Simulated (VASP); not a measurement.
Write the native input for VASP 6.6.1 that does the following.

- Task: single point
- Functional: PBE
- Potentials or basis: VASP PAW PBE potentials, release 64 (Ru_pv)
- Cutoff: 520 eV
- k mesh: 14 × 14 × 1
- Occupations: fermi-dirac, width 0.08 eV
- Spin: no spin polarisation
- Dipole correction: yes
- Further INCAR settings: ALGO = Normal; EDIFF = 1e-06; NBANDS = 13

The structure of Ru lies in POSCAR:

```
Ru
1.0
    2.7207384563      0.0000000000      0.0000000000
   -1.3603692282      2.3562286202      0.0000000000
    0.0000000000      0.0000000000     16.0000000000
Ru
1
Direct
    0.0000000000      0.0000000000      0.5000000000
```

One way to write it, as run:

INCAR

```
SYSTEM = Ru
PREC     = Accurate       ! precision mode
ENCUT    = 520            ! plane-wave cutoff, eV
EDIFF    = 1E-6           ! SCF threshold, eV
ISMEAR   = -1             ! smearing method
SIGMA    = 0.08           ! smearing width, eV
LREAL    = .FALSE.        ! projectors in reciprocal space
LASPH    = .TRUE.         ! aspherical terms in the spheres
NELM     = 100            ! most SCF steps
ALGO     = Normal         ! electronic algorithm
ISIF     = 2              ! what is computed and relaxed
LWAVE    = .FALSE.        ! write WAVECAR
LCHARG   = .FALSE.        ! write CHGCAR
LDIPOL   = .TRUE.       
IDIPOL   = 3            
DIPOL    = 0.5 0.5 0.500
GGA      = PE             ! functional
NBANDS   = 13             ! bands
```

KPOINTS

```
regular mesh
0
G
  14 14 1
  0 0 0
```

Potentials or basis: VASP PAW PBE potentials, release 64 (Ru_pv).

Run with:

```sh
$ cat potpaw_PBE.64/Ru_pv/POTCAR > POTCAR
$ mpirun -np 1 vasp_std > vasp.out
```

Results of the run:

| Property | Result |
| --- | --- |
| Band gap on the k mesh | zero (band 7 reaches -2.89 eV, above the bottom of band 8 at -3.70 eV) |

Wall time 25 s on 1 thread of Intel(R) Xeon(R) Platinum 8375C CPU @ 2.90GHz (Ice Lake), on a shared host, peak memory 0.21 GiB.
